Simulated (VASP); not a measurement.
# AlAu (Pm-3m) in VASP: a series of runs

Runs on AlAu. Level: LDA. Tasks: single point.

Program: VASP 6.6.1. These are calculated values, not measurements. Logs are shortened: lines on timing, memory, paths and dates and some standing lists are left out, and cuts for length are marked.

### Step 1. The cell of the first run

It takes space group Pm-3m (No. 221, cubic). Conventional cell: a = 3.224 Å, b = 3.224 Å, c = 3.224 Å, α = 90.00°, β = 90.00°, γ = 90.00°. Within 3.7 Å of Al (site symmetry m-3m) lie 8 Au at 2.79 Å and 6 Al at 3.22 Å. Au (site symmetry m-3m) has 8 Al at 2.79 Å and 6 Au at 3.22 Å within 3.7 Å.

### Step 2. Single point, LDA

The input, INCAR:

```
PREC = Accurate
ENCUT = 520
EDIFF = 1E-6
ISMEAR = -1
SIGMA = 0.1
LREAL = False
LASPH = True
NELM = 100
ALGO = Normal
ISIF = 2
LWAVE = False
LCHARG = False
NBANDS = 14
```

The input, KPOINTS:

```
Automatic mesh
0
Gamma
  7 7 7
```

The input, POSCAR:

```
AlAu
1.0
    3.2239420000      0.0000000000      0.0000000000
    0.0000000000      3.2239420000      0.0000000000
    0.0000000000      0.0000000000      3.2239420000
Al Au
1 1
Direct
    0.0000000000      0.0000000000      0.0000000000
    0.5000000000      0.5000000000      0.5000000000
```

Potentials or basis: VASP PAW LDA potentials, release 64 (Al, Au).

On the command line:

```sh
$ cat potpaw_LDA.64/Al/POTCAR potpaw_LDA.64/Au/POTCAR > POTCAR
$ mpirun -np 1 vasp_std > vasp.out
```

OUTCAR:

```text
PREC = Accurate
   ENCUT = 520
   EDIFF = 1E-6
   ISMEAR = -1
   LREAL = False
   LASPH = True
   NELM = 100
   ISIF = 2

 ion  position               nearest neighbor table
   1  0.000  0.000  0.000-   2 2.79   2 2.79   2 2.79   2 2.79   2 2.79   2 2.79   2 2.79   2 2.79

   2  0.500  0.500  0.500-   1 2.79   1 2.79   1 2.79   1 2.79   1 2.79   1 2.79   1 2.79   1 2.79

  LATTYP: Found a simple cubic cell.
 ALAT       =     3.2239420000

  Lattice vectors:

 A1 = (   3.2239420000,   0.0000000000,   0.0000000000)
 A2 = (   0.0000000000,   3.2239420000,   0.0000000000)
 A3 = (   0.0000000000,   0.0000000000,   3.2239420000)

Analysis of symmetry for initial positions (statically):
=====================================================================
 Subroutine PRICEL returns:
 Original cell was already a primitive cell.

 Routine SETGRP: Setting up the symmetry group for a
 simple cubic supercell.

 Subroutine GETGRP returns: Found 48 space group operations
 (whereof 48 operations were pure point group operations)
 out of a pool of 48 trial point group operations.

The static configuration has the point symmetry O_h .

Analysis of symmetry for dynamics (positions and initial velocities):
=====================================================================
 Subroutine PRICEL returns:
 Original cell was already a primitive cell.

 Routine SETGRP: Setting up the symmetry group for a
 simple cubic supercell.

 Subroutine GETGRP returns: Found 48 space group operations
 (whereof 48 operations were pure point group operations)
 out of a pool of 48 trial point group operations.

The dynamic configuration has the point symmetry O_h .

 Subroutine INISYM returns: Found 48 space group operations
 (whereof 48 operations are pure point group operations),
 and found     1 'primitive' translations

----------------------------------------------------------------------------------------

                                     Primitive cell

  volume of cell :      33.5090

  direct lattice vectors                    reciprocal lattice vectors
     3.223942000  0.000000000  0.000000000     0.310179277  0.000000000  0.000000000
     0.000000000  3.223942000  0.000000000     0.000000000  0.310179277  0.000000000
     0.000000000  0.000000000  3.223942000     0.000000000  0.000000000  0.310179277

  length of vectors
     3.223942000  3.223942000  3.223942000     0.310179277  0.310179277  0.310179277

  position of ions in fractional coordinates (direct lattice)
     0.000000000  0.000000000  0.000000000
     0.500000000  0.500000000  0.500000000

  ion indices of the primitive-cell ions
   primitive index   ion index
                 1           1
                 2           2

----------------------------------------------------------------------------------------

 KPOINTS: Automatic mesh

Automatic generation of k-mesh.
 Grid dimensions read from file:
 generate k-points for:    7    7    7

 Generating k-lattice:

  Cartesian coordinates                     Fractional coordinates (reciprocal lattice)
     0.044311325  0.000000000  0.000000000     0.142857143  0.000000000  0.000000000
     0.000000000  0.044311325  0.000000000     0.000000000  0.142857143  0.000000000
     0.000000000  0.000000000  0.044311325     0.000000000  0.000000000  0.142857143

  Length of vectors
     0.044311325  0.044311325  0.044311325

  Shift w.r.t. Gamma in fractional coordinates (k-lattice)
     0.000000000  0.000000000  0.000000000

 Subroutine IBZKPT returns following result:
 ===========================================

 Found     20 irreducible k-points:

 Following reciprocal coordinates:
            Coordinates               Weight
  0.000000  0.000000  0.000000      1.000000
  0.142857  0.000000  0.000000      6.000000
  0.285714  0.000000  0.000000      6.000000
  0.428571  0.000000  0.000000      6.000000
  0.142857  0.142857  0.000000     12.000000
  0.285714  0.142857  0.000000     24.000000
[... 12 lines left out ...]
  0.428571  0.428571  0.285714     24.000000
  0.428571  0.428571  0.428571      8.000000
   k-points           NKPTS =     20   k-points in BZ     NKDIM =     20   number of bands    NBANDS=     14
   number of dos      NEDOS =    301   number of ions     NIONS =      2
   total plane-waves  NPLWV =  13824
   dimension x,y,z NGX =    24 NGY =   24 NGZ =   24
   dimension x,y,z NGXF=    48 NGYF=   48 NGZF=   48
   ions per type =               1   1
   NGX,Y,Z   is equivalent  to a cutoff of  12.38, 12.38, 12.38 a.u.
   NGXF,Y,Z  is equivalent  to a cutoff of  24.75, 24.75, 24.75 a.u.
 SYSTEM =  unknown system
   PREC   = accura    normal or accurate (medium, high low for compatibility)
   ISTART =      0    job   : 0-new  1-cont  2-samecut
   ICHARG =      2    charge: 1-file 2-atom 10-const
   ISPIN  =      1    spin polarized calculation?
   LNONCOLLINEAR =      F non collinear calculations
   LSORBIT =      F    spin-orbit coupling
   LASPH  =      T    aspherical Exc in radial PAW
   ENCUT  =  520.0 eV  38.22 Ry    6.18 a.u.   5.99  5.99  5.99*2*pi/ulx,y,z
   NELM   =    100;   NELMIN=  2; NELMDL= -5     # of ELM steps
   EDIFF  = 0.1E-05   stopping-criterion for ELM
   LREAL  =      F    real-space projection
   EDIFFG = 0.1E-04   stopping-criterion for IOM
   NSW    =      0    number of steps for IOM
   IBRION =     -1    ionic relax: 0-MD 1-quasi-New 2-CG
   NFREE  =      0    steps in history (QN), initial steepest desc. (CG)
   ISIF   =      2    stress and relaxation
   ISYM   =      2    0-nonsym 1-usesym 2-fastsym
   POTIM  = 0.5000    time-step for ionic-motion
   TEBEG  =    0.0;   TEEND  =   0.0 temperature during run
   PSTRESS=    0.0 pullay stress
   NELECT =      14.0000    total number of electrons
   NUPDOWN=      -1.0000    fix difference up-down
   EMIN   =  10.00;   EMAX   =-10.00  energy-range for DOS
   EFERMI =   0.00;   METHOD = LEGACY
   ISMEAR =    -1;   SIGMA  =   0.10  broadening in eV -4-tet -1-fermi 0-gaus
   EFERMI_NEDOS =   21; number of points for ismear=-14 and -15
   IALGO  =     38    algorithm
   IMIX   =      4    mixing-type and parameters
     AMIX     =   0.40;   BMIX     =  1.00
     AMIX_MAG =   1.60;   BMIX_MAG =  1.00
  volume/ion in A,a.u.               =      16.75       113.06
  Fermi-wavevector in a.u.,A,eV,Ry     =   1.223856  2.312752 20.379123  1.497823
  Thomas-Fermi vector in A             =   2.358952
   LORBIT       =      0    0 simple, 1 ext, 2 COOP (PROOUT), +10 PAW based schemes
   GGA     = CA    functional components
   LHFCALC =     F    Hartree Fock is set to
   AEXX    =    0.0000 exact exchange contribution
   IVDW    =     0    specifies the selected vdW correction
   LEPSILON=     F    determine dielectric tensor
   LRPA    =     F    only Hartree local field effects (RPA)
 non-spin polarized calculation
  energy-cutoff  :      520.00
  volume of cell :       33.51
 maximum number of plane-waves:       917
 NGX is ok and might be reduce to    24
   NGX = 11   NGY = 11   NGZ = 11

 number of electron      14.0000002 magnetization

 Free energy of the ion-electron system (eV)
  ---------------------------------------------------
  ext. energy  EPLUGINS =         0.00000000
  ---------------------------------------------------
  free energy    TOTEN  =        -9.19658479 eV

  energy without entropy =       -9.16927781  energy(sigma->0) =       -9.18293130

 E-fermi :   9.2047     XC(G=0): -11.6943

 val. band max:        9.1924436487   @ k =   0.4286   0.4286   0.4286
 cond. band min:       9.2992509803   @ k =   0.4286   0.4286   0.2857
 fundamental gap:      0.1068073315
 Fermi energy:         9.2046623495

 k-point     1 :       0.0000    0.0000    0.0000
  band No.  band energies     occupation
      1      -1.9327      2.00000
      2       2.7804      2.00000
      3       2.7804      2.00000
      4       4.6482      2.00000
      5       4.6482      2.00000
      6       4.6482      2.00000
      7      12.1658      0.00000
      8      12.1658      0.00000
      9      12.1658      0.00000
     10      15.8745      0.00000
     11      16.8442      0.00000
     12      16.8442      0.00000
     13      26.0365      0.00000
     14      26.0365      0.00000

 k-point     2 :       0.1429    0.0000    0.0000
  band No.  band energies     occupation
      1      -1.6024      2.00000
      2       2.8420      2.00000
      3       2.8995      2.00000
      4       4.4569      2.00000
      5       4.4569      2.00000
      6       4.6691      2.00000
      7      10.1844      0.00011
      8      12.6681      0.00000
      9      12.6681      0.00000
     10      16.4132      0.00000
     11      16.5176      0.00000
     12      18.9095      0.00000
     13      23.4876      0.00000
     14      23.4876      0.00000

 k-point     3 :       0.2857    0.0000    0.0000
  band No.  band energies     occupation
      1      -0.6600      2.00000
      2       2.9858      2.00000
      3       3.0396      2.00000
      4       4.0752      2.00000
      5       4.0752      2.00000
      6       4.7167      2.00000
      7       7.6337      2.00000
      8      13.9848      0.00000
      9      13.9848      0.00000
     10      15.8181      0.00000
     11      16.9329      0.00000
     12      20.6342      0.00000
     13      20.6342      0.00000
     14      21.6972      0.00000

 k-point     4 :       0.4286    0.0000    0.0000
  band No.  band energies     occupation
      1       0.6758      2.00000
      2       2.5171      2.00000
      3       3.1070      2.00000
      4       3.8051      2.00000
      5       3.8051      2.00000
      6       4.7555      2.00000
      7       6.2224      2.00000
      8      15.2868      0.00000
      9      15.8093      0.00000
     10      15.8093      0.00000
     11      17.8390      0.00000
     12      18.1022      0.00000
     13      18.1022      0.00000
     14      19.5847      0.00000

 k-point     5 :       0.1429    0.1429    0.0000
  band No.  band energies     occupation
      1      -1.2776      2.00000
      2       2.9181      2.00000
      3       3.0164      2.00000
      4       4.2389      2.00000
      5       4.4481      2.00000
      6       4.5193      2.00000
      7      10.5147      0.00000
      8      10.7321      0.00000
      9      13.1524      0.00000
     10      16.4094      0.00000
     11      18.8407      0.00000
[... 208 lines left out ...]
 k-point    18 :       0.4286    0.2857    0.2857
  band No.  band energies     occupation
      1       1.7993      2.00000
      2       2.8343      2.00000
      3       2.9247      2.00000
      4       4.2413      2.00000
      5       4.3076      2.00000
      6       5.6598      2.00000
      7       7.7907      2.00000
      8      11.0249      0.00000
      9      12.0950      0.00000
     10      13.1223      0.00000
     11      14.2009      0.00000
     12      17.2447      0.00000
     13      20.3272      0.00000
     14      24.1165      0.00000

 k-point    19 :       0.4286    0.4286    0.2857
  band No.  band energies     occupation
      1       1.8762      2.00000
      2       2.7014      2.00000
      3       2.7695      2.00000
      4       4.3345      2.00000
      5       5.2594      2.00000
      6       6.6633      2.00000
      7       8.6659      1.99090
      8       9.2993      0.55943
      9      10.6308      0.00000
     10      13.2756      0.00000
     11      14.7547      0.00000
     12      15.6731      0.00000
     13      17.6812      0.00000
     14      25.7046      0.00000

 k-point    20 :       0.4286    0.4286    0.4286
  band No.  band energies     occupation
      1       2.1677      2.00000
      2       2.3736      2.00000
      3       2.3736      2.00000
      4       5.3073      2.00000
      5       5.3073      2.00000
      6       7.9986      1.99999
      7       9.1924      1.06102
      8      10.2864      0.00004
      9      10.2864      0.00004
     10      12.2740      0.00000
     11      13.4750      0.00000
     12      13.4750      0.00000
     13      14.9912      0.00000
     14      29.0095      0.00000

------------------------ aborting loop because EDIFF is reached ----------------------------------------

  FORCE on cell =-STRESS in cart. coord.  units (eV):
  Direction    XX          YY          ZZ          XY          YZ          ZX
  --------------------------------------------------------------------------------------
  -------------------------------------------------------------------------------------
  Total       -1.7188212     -1.7188212     -1.7188212     -0.0000000      0.0000000     -0.0000000
  in kB      -82.1825514    -82.1825514    -82.1825514     -0.0000000      0.0000000     -0.0000000
  external PRESSURE =     -82.1825514 kB  Pullay stress =       0.0000000 kB

 VOLUME and BASIS-vectors are now :
 -----------------------------------------------------------------------------
  energy-cutoff  :      520.00
  volume of cell :       33.51
      direct lattice vectors                 reciprocal lattice vectors
     3.223942000  0.000000000  0.000000000     0.310179277  0.000000000  0.000000000
     0.000000000  3.223942000  0.000000000     0.000000000  0.310179277  0.000000000
     0.000000000  0.000000000  3.223942000     0.000000000  0.000000000  0.310179277

 POSITION                                       TOTAL-FORCE (eV/Angst)
 -----------------------------------------------------------------------------------
      0.00000      0.00000      0.00000         0.000000      0.000000      0.000000
      1.61197      1.61197      1.61197         0.000000      0.000000      0.000000
 -----------------------------------------------------------------------------------
    total drift:                                0.000000     -0.000000     -0.000000

  FREE ENERGIE OF THE ION-ELECTRON SYSTEM (eV)
  ---------------------------------------------------
  free  energy   TOTEN  =        -9.1965847854 eV

  energy  without entropy=       -9.1692778090  energy(sigma->0) =       -9.18293130
```

Run time: 5.4 s. Hardware: 1 thread of Intel Xeon 8259CL, shared host; peak memory 0.13 GiB.

What came out:

```yaml
Free_energy: -9.1966 eV
Pressure: -8.2 GPa
Band_gap_on_the_k_mesh: zero (band 7 reaches 12.17 eV, above the bottom of band 8 at 8.70 eV)
```

Levels at points of the mesh, in eV from the Fermi level:
| k point | band 4 | band 5 | band 6 | band 7 | band 8 | band 9 | band 10 | band 11 |
| --- | --- | --- | --- | --- | --- | --- | --- | --- |
| (0.00, 0.00, 0.00) | -4.56 | -4.56 | -4.56 | 2.96 | 2.96 | 2.96 | 6.67 | 7.64 |

Caveat: spin-orbit coupling is left out, which moves the levels of the heavy elements.

### Step 3. Single point, LDA

The input, INCAR:

```
SYSTEM = AlAu
PREC = Accurate
ENCUT = 520
EDIFF = 1E-7
ISMEAR = -1
SIGMA = 0.1
LREAL = .FALSE.
LASPH = .TRUE.
NELM = 100
ALGO = Normal
ISIF = 2
LWAVE = .FALSE.
LCHARG = .FALSE.
NBANDS = 14
```

The input, KPOINTS:

```
Automatic mesh
0
G
  7 7 7
  0 0 0
```

POSCAR is that of step 2.

Potentials or basis: VASP PAW LDA potentials, release 64 (Al, Au).

On the command line:

```sh
$ cat potpaw_LDA.64/Al/POTCAR potpaw_LDA.64/Au/POTCAR > POTCAR
$ mpirun -np 1 vasp_std > vasp.out
```

Wall time 6.9 s (1 thread of Intel Xeon 8259CL, shared host); peak memory 0.13 GiB.

It converged, with:

* Free energy: -9.1966 eV
* Pressure: -8.2 GPa
* Band gap on the k mesh: zero (band 7 reaches 12.17 eV, above the bottom of band 8 at 8.70 eV)

Levels at points of the mesh, in eV from the Fermi level:
```csv
k point,band 3,band 4,band 5,band 6,band 7,band 8,band 9,band 10,band 11,band 12
"(0.00, 0.00, 0.00)",-6.42,-4.56,-4.56,-4.56,2.96,2.96,2.96,6.67,7.64,7.64
```

Caveat: spin-orbit coupling is left out, which moves the levels of the heavy elements.
